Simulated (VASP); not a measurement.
## PdBr: relaxation of cell and atoms with PBE

PdBr:

```
Pd Br
1.0
     5.45133    0.00000    0.00000
     0.00000    5.45133    0.00000
     0.00000    0.00000    5.45133
Pd Br
4 4
Direct
  0.13400 0.13400 0.13400
  0.36600 0.86600 0.63400
  0.63400 0.36600 0.86600
  0.86600 0.63400 0.36600
  0.84450 0.84450 0.84450
  0.65550 0.15550 0.34450
  0.34450 0.65550 0.15550
  0.15550 0.34450 0.65550
```

```
Program                : VASP 6.6.1
Task                   : relaxation of cell and atoms
Functional             : PBE
Potentials or basis    : VASP PAW PBE potentials, release 64 (Pd, Br)
Cutoff                 : 500 eV
k mesh                 : 8 × 8 × 8
Occupations            : gaussian, width 0.1 eV
Spin                   : no spin polarisation
Dipole correction      : no
Further INCAR settings : ALGO = Normal; EDIFF = 1e-07; IBRION = 2; EDIFFG = -0.01; NSW = 100; ISIF = 3
```

The relaxed volume is 25.56 Å³/atom. The relaxed cell is a = 5.891 Å, b = 5.891 Å, c = 5.891 Å, α = 90.00°, β = 90.00°, γ = 90.00°, the space group after relaxing (to 0.1 Å) is P2_13 (No. 198) and the energy gained by relaxing is 199.4 meV/atom. The ionic steps are 38 and the pressure after relaxing is 0.0 GPa. The largest force after relaxing is 0.009 eV/Å and the band gap on the k mesh is zero (bands 34 and 35 overlap by 0.67 eV).

Forces in eV/Å, atoms in the order of the input:
```
Pd  -0.005 -0.005 -0.005
Pd   0.005  0.005 -0.005
Pd  -0.005  0.005  0.005
Pd   0.005 -0.005  0.005
Br  -0.002 -0.002 -0.002
Br   0.002  0.002 -0.002
Br  -0.002  0.002  0.002
Br   0.002 -0.002  0.002
```

The path:
| step | energy change (eV) | largest force (eV/Å) | pressure (GPa) | volume (Å³) |
| --- | --- | --- | --- | --- |
| 1 | 0.0000 | 0.2789 | -0.64 | 162.00 |
| 2 | -0.0303 | 0.2705 | 0.23 | 160.12 |
| 3 | -0.0548 | 0.2759 | 2.64 | 155.68 |
| 4 | -0.0637 | 0.2759 | 2.72 | 155.66 |
| 5 | -0.0903 | 0.2746 | 2.96 | 155.59 |
| 6 | -0.1416 | 0.2626 | 3.48 | 155.46 |
| 7 | -0.2298 | 0.1971 | 4.79 | 155.20 |
| 8 | -0.2832 | 0.1140 | 8.42 | 154.67 |
| 9 | -0.3040 | 0.1293 | 8.39 | 155.12 |
| 10 | -0.3637 | 0.1755 | 8.32 | 156.46 |
| 11 | -0.4720 | 0.2688 | 8.27 | 159.18 |
| 12 | -0.6517 | 0.4477 | 8.34 | 164.70 |
| 13 | -0.8778 | 0.8729 | 8.52 | 176.12 |
| 14 | -1.1958 | 0.5864 | 5.19 | 184.04 |
| 15 | -1.4652 | 0.2263 | 0.47 | 199.89 |
| 16 | -1.4732 | 0.2220 | -0.22 | 202.97 |
| 17 | -1.4734 | 0.2210 | -0.34 | 203.54 |
| 18 | -1.4777 | 0.2183 | -0.35 | 203.53 |
| 19 | -1.4903 | 0.2106 | -0.36 | 203.51 |
| 20 | -1.5140 | 0.1919 | -0.39 | 203.48 |
| 21 | -1.5532 | 0.1415 | -0.40 | 203.42 |
| 22 | -1.5813 | 0.1513 | -0.22 | 203.29 |
| 23 | -1.5828 | 0.0996 | -0.29 | 203.32 |
| 24 | -1.5803 | 0.0096 | 0.81 | 199.52 |
| 25 | -1.5855 | 0.0617 | 0.16 | 201.70 |
| 26 | -1.5886 | 0.0306 | 0.12 | 202.31 |
| 27 | -1.5908 | 0.0468 | 0.06 | 203.42 |
| 28 | -1.5919 | 0.0381 | -0.20 | 204.60 |
| 29 | -1.5919 | 0.0382 | -0.20 | 204.61 |
| 30 | -1.5925 | 0.0326 | -0.18 | 204.57 |
| 31 | -1.5939 | 0.0171 | -0.12 | 204.44 |
| 32 | -1.5944 | 0.0402 | 0.02 | 204.18 |
| 33 | -1.5945 | 0.0307 | -0.03 | 204.27 |
| 34 | -1.5947 | 0.0224 | 0.02 | 204.12 |
| 35 | -1.5948 | 0.0139 | 0.07 | 203.97 |
| 36 | -1.5949 | 0.0101 | 0.04 | 204.15 |
| 37 | -1.5950 | 0.0114 | -0.04 | 204.62 |
| 38 | -1.5950 | 0.0089 | -0.02 | 204.49 |

Final structure:
```xyz
8
Lattice="5.8915 0.0000 0.0000 0.0000 5.8915 0.0000 0.0000 0.0000 5.8915" Properties=species:S:1:pos:R:3 pbc="T T T"
Pd    0.1901    0.1901    0.1901
Pd    2.7556    5.7014    3.1358
Pd    3.1358    2.7556    5.7014
Pd    5.7014    3.1358    2.7556
Br    4.5359    4.5359    4.5359
Br    4.3013    1.3556    1.5902
Br    1.5902    4.3013    1.3556
Br    1.3556    1.5902    4.3013
```

Levels at points of the mesh, in eV from the Fermi level:
```csv
k point,band 30,band 31,band 32,band 33,band 34,band 35,band 36,band 37,band 38,band 39
"(0.00, 0.00, 0.00)",-0.98,-0.98,-0.98,-0.65,0.62,0.62,0.62,1.02,3.95,3.95
"(0.50, 0.00, 0.00)",-0.64,-0.42,-0.42,-0.14,-0.14,-0.05,-0.05,3.10,3.10,5.05
"(0.50, 0.50, 0.00)",-0.80,-0.78,-0.78,-0.14,-0.14,0.19,0.19,4.26,4.26,4.29
"(0.50, 0.50, 0.50)",-0.30,-0.30,-0.30,0.02,0.02,0.02,0.02,3.42,3.42,3.42
```

Run time: 55 min on 1 thread of Intel(R) Xeon(R) 6975P-C (Granite Rapids), with other jobs on the host, peak memory 0.39 GiB.

Caveat: the volume moved by over 15 % at a fixed basis, so the end points are rough.
